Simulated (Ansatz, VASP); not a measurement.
Two plane-wave programs on InO

INCAR

```
SYSTEM = InO
PREC = Accurate ; ENCUT = 520
EDIFF = 1E-6 ; ISMEAR = 0
SIGMA = 0.05 ; LREAL = .FALSE.
LASPH = .TRUE. ; NELM = 80
ALGO = Normal ; ISIF = 2
LWAVE = .FALSE. ; LCHARG = .TRUE.
GGA = PS ; IVDW = 12
LELF = .TRUE. ; LVHAR = .TRUE.
NBANDS = 27
```

KPOINTS

```
Automatic mesh
0
G
  12 12 2
  0 0 0
```

The input POSCAR:

```
InO
1.0
    3.3751573176      0.0000000000      0.0000000000
   -1.6875786588      2.9229719788      0.0000000000
    0.0000000000      0.0000000000     15.7840544995
In O
2 2
Direct
    0.6666666667      0.3333333333      0.5886730781
    0.6666666667      0.3333333333      0.4113269219
    0.0000000000      0.0000000000      0.6398171659
    0.0000000000      0.0000000000      0.3601828341
```

Input for Ansatz:

```yaml
crystal:
  lattice:
    - [3.3751573176, 0.0, 0.0]
    - [-1.6875786588, 2.9229719788, 0.0]
    - [0.0, 0.0, 15.7840544995]
  atoms:
    - { symbol: In, position: [0.6666666667, 0.3333333333, 0.5886730781] }
    - { symbol: In, position: [0.6666666667, 0.3333333333, 0.4113269219] }
    - { symbol: O, position: [0.0, 0.0, 0.6398171659] }
    - { symbol: O, position: [0.0, 0.0, 0.3601828341] }
basis:
  ecutwfc: 420
kpoints:
  mp_grid: { grid: [12, 12, 2] }
hamiltonian:
  xc: pbesol
  dispersion: d3bj
scf:
  occupations: { method: gaussian, width: 0.05 }
output:
  forces: true
  stress: true
  eigenvalues: true
  write_density: true
  write_potential: true
  elf: true
  volumetric_format: npy
```

Alike in both runs: task single point; functional PBEsol; dispersion D3(BJ); k mesh 12 × 12 × 2; occupations gaussian, width 0.05 eV; no spin polarisation.

|  | VASP | Ansatz |
| --- | --- | --- |
| version | VASP 6.6.1 | Ansatz 0.2.0 |
| potentials or method | VASP PAW PBE potentials, release 64 (In_d, O), cutoff 520 eV | scalar-relativistic, plane waves, PAW |
| valence electrons in the cell | 38 | 38 |

```tsv
	VASP	Ansatz	Ansatz less VASP
gap on the k mesh at the Fermi level (eV)	0.50	0.51	+0.009
least direct gap on the mesh (eV)	1.27	1.28	+0.011
rms of the force components (eV/Å)	0.021	0.000	-0.0211
```

VASP's potentials were made for PBE, not for PBEsol. Atom by atom the forces differ by 0.021 eV/Å (rms over components). Ansatz's warnings: xc potential rough in thin density.
